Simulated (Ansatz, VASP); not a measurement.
## One calculation of K, two programs

```
K
1.0
     4.71943    0.00000    0.00000
    -2.35972    4.08715    0.00000
     0.00000    0.00000   34.44361
K
9
Cartesian
  0.0000 0.0000 0.0000
  0.0000 0.0000 26.7899
  0.0000 2.7248 30.6161
  2.3597 1.3624 11.4812
  2.3597 1.3624 3.8275
  0.0000 0.0000 7.6537
  0.0000 2.7248 22.9624
  0.0000 2.7248 15.3087
  2.3597 1.3624 19.1349
```

Alike in both runs: task single point; functional PBE; k mesh 9 × 9 × 1; occupations gaussian, width 0.1 eV; no spin polarisation.

```csv
,VASP,Ansatz
version,VASP 6.6.1,Ansatz 0.2.0
potentials or method,"VASP PAW PBE potentials, release 64 (K_sv), cutoff 520 eV","scalar-relativistic, plane waves, PAW"
valence electrons in the cell,81,81
```

|  | VASP | Ansatz | Ansatz less VASP |
| --- | --- | --- | --- |
| gap on the k mesh at the Fermi level (eV) | none | none | - |
| pressure (GPa) | 0.0 | 0.0 | +0.01 |

A gap of «none» marks a metal or a gap that the smearing closes.
